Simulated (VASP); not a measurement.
SiO2:

```
Si O
1.0
     4.18929    0.00000    0.00000
     0.00000    4.18929    0.00000
     0.00000    0.00000    2.67018
Si O
2 4
Direct
  0.00000 0.00000 0.00000
  0.50000 0.50000 0.50000
  0.30590 0.30590 0.00000
  0.19410 0.80590 0.50000
  0.69410 0.69410 0.00000
  0.80590 0.19410 0.50000
```

* Program: VASP 6.6.1
* Task: relaxation of cell and atoms
* Functional: LDA
* Potentials or basis: VASP PAW LDA potentials, release 64 (Si, O)
* Cutoff: 600 eV
* k mesh: 4 × 4 × 7
* Occupations: fermi-dirac, width 0.1 eV
* Spin: no spin polarisation

At the start: pressure -5.4 GPa; volume 7.81 Å³/atom.

**Question.** Where does the relaxation end?

**Answer.** Over 6 steps the energy falls by 2.6 meV/atom and the volume is 7.67 Å³/atom (-1.8 %); space group P4_2/mnm (No. 136, to 0.05 Å).

The path:
```csv
step,energy change (eV),largest force (eV/Å),pressure (GPa),volume (Å³)
1,0.0000,0.0599,-5.39,46.86
2,0.0100,0.3272,7.67,45.10
3,-0.0137,0.1025,0.04,46.09
4,-0.0155,0.0050,0.04,46.01
5,-0.0155,0.0152,0.05,46.00
6,-0.0155,0.0068,-0.03,46.01
```

Final structure:
```xyz
6
Lattice="4.1539 0.0000 0.0000 0.0000 4.1539 0.0000 0.0000 0.0000 2.6665" Properties=species:S:1:pos:R:3 pbc="T T T"
Si    0.0000    0.0000    2.6665
Si    2.0769    2.0769    1.3332
O     1.2687    1.2687    0.0000
O     0.8083    3.3456    1.3332
O     2.8852    2.8852    2.6665
O     3.3456    0.8083    1.3332
```
